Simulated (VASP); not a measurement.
MgS, 16 atoms in the cell. The typed cell holds 16 atoms: a = 6.981 Å, b = 6.984 Å, c = 6.980 Å, α = 89.98°, β = 90.00°, γ = 90.01°. 

```yaml
Program: VASP 6.6.1
Task: single point
Functional: PBE
Potentials_or_basis: VASP PAW PBE potentials, release 64 (Mg, S)
Cutoff: 520 eV
k_mesh: 2 × 2 × 2
Occupations: gaussian, width 0.1 eV
Spin: no spin polarisation
Dipole_correction: no
Further_INCAR_settings: LREAL = Auto; ALGO = Normal; EDIFF = 1e-06; NBANDS = 46
```

Potentials or basis: VASP PAW PBE potentials, release 64 (Mg, S).

The run is started by

```bash
$ cat potpaw_PBE.64/Mg/POTCAR potpaw_PBE.64/S/POTCAR > POTCAR
$ mpirun -np 1 vasp_std > vasp.out
```

Hardware: 1 thread of Intel(R) Xeon(R) Platinum 8559C (Emerald Rapids), on a shared host.

**Question.** How long does it take, and how much memory?

**Answer.** Wall time 2.2 min on 1 thread of Intel(R) Xeon(R) Platinum 8559C (Emerald Rapids), on a shared host, peak memory 0.39 GiB. Counts: scf iterations 15, k points 8.
